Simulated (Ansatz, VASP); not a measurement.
# Two plane-wave programs on SnTe

```
Sn Te
1.0
    -3.82589    3.82589    3.82589
     3.82589   -3.82589    3.82589
     3.82589    3.82589   -3.82589
Sn Te
4 4
Direct
  0.00000 0.50000 0.50000
  0.50000 0.00000 0.50000
  0.50000 0.50000 0.00000
  0.00000 0.00000 0.00000
  0.50000 0.50000 0.50000
  0.00000 0.00000 0.50000
  0.00000 0.50000 0.00000
  0.50000 0.00000 0.00000
```

Alike in both runs: task single point; functional PBE; dispersion D3(BJ); k mesh 12 × 12 × 12; occupations gaussian, width 0.15 eV; no spin polarisation.

```csv
,VASP,Ansatz
version,VASP 6.6.1,Ansatz 0.2.0
potentials or method,"VASP PAW PBE potentials, release 64 (Sn_d, Te), cutoff 520 eV","scalar-relativistic, plane waves, PAW"
valence electrons in the cell,80,120
```

Ansatz gave:

```
gap on the k mesh at the Fermi level (eV) : none
pressure (GPa)                            : -0.2
```

Task: Estimate VASP's values.

Result: gap on the k mesh at the Fermi level (eV): none; pressure (GPa): -0.3.

A gap of «none» marks a metal or a gap that the smearing closes. VASP's potentials hold 80 valence electrons a cell and Ansatz's 120, so a difference there can come from the potentials and not from the codes.

Spin-orbit coupling is off throughout.
